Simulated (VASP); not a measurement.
HfMoO4:

```xyz
6
Lattice="-2.4436 2.4436 3.3526 2.4436 -2.4436 3.3526 2.4436 2.4436 -3.3526" Properties=species:S:1:pos:R:3 pbc="T T T"
Hf    0.0000    0.0000    3.3526
Mo    0.0000    0.0000    0.0000
O     1.2218    1.2218    1.6763
O     1.2218    1.2218   -1.6763
O    -1.2218    1.2218    1.6763
O     1.2218   -1.2218    1.6763
```

The cell was built from a structure type or drawn by symmetry, and may not be a known phase.

- Program: VASP 6.6.1
- Task: relaxation of cell and atoms
- Functional: PBE
- Potentials or basis: VASP PAW PBE potentials, release 64 (Hf_pv, Mo_sv, O)
- Cutoff: 600 eV
- k mesh: 4 × 4 × 4
- Occupations: gaussian, width 0.15 eV
- Spin: collinear spin
- Starting moments: [0.0, 1.0, 0.0, 0.0, 0.0, 0.0] μB

At the start: pressure -30.6 GPa; volume 13.35 Å³/atom.

Task: How do energy, volume and symmetry change on relaxing?

Result: Over 7 steps the energy falls by 881.3 meV/atom and the volume is 10.60 Å³/atom (-20.6 %); space group I4/mmm (No. 139, to 0.1 Å) before and after; moment 0.00 μB per cell.

The path:
| step | energy change (eV) | largest force (eV/Å) | pressure (GPa) | volume (Å³) |
| --- | --- | --- | --- | --- |
| 1 | 0.0000 | 0.0000 | -30.62 | 80.08 |
| 2 | -1.4802 | 0.0000 | 88.48 | 52.04 |
| 3 | -5.1386 | 0.0000 | 2.21 | 62.59 |
| 4 | -5.1705 | 0.0000 | 5.80 | 61.83 |
| 5 | -5.1747 | 0.0000 | 7.67 | 61.47 |
| 6 | -5.2501 | 0.0000 | -4.06 | 64.85 |
| 7 | -5.2879 | 0.0000 | -0.20 | 63.61 |

Final structure:
```cif
data_structure
_symmetry_space_group_name_H-M 'P 1'
_symmetry_Int_Tables_number 1
_cell_length_a 4.3616
_cell_length_b 4.3616
_cell_length_c 4.3616
_cell_angle_alpha 111.643
_cell_angle_beta 111.643
_cell_angle_gamma 105.211
_cell_volume 63.61
loop_
_atom_site_label
_atom_site_type_symbol
_atom_site_fract_x
_atom_site_fract_y
_atom_site_fract_z
_atom_site_occupancy
Hf1 Hf 0.50000 0.50000 0.00000 1
Mo1 Mo 0.00000 0.00000 0.00000 1
O1 O 0.50000 0.50000 0.50000 1
O2 O 0.00000 0.00000 0.50000 1
O3 O 0.50000 0.00000 0.00000 1
O4 O 0.00000 0.50000 0.00000 1
```

Caveat: the k points lie up to 0.44 Å⁻¹ apart in the final cell; the volume moved by over 15 % at a fixed basis, so the end points are rough.
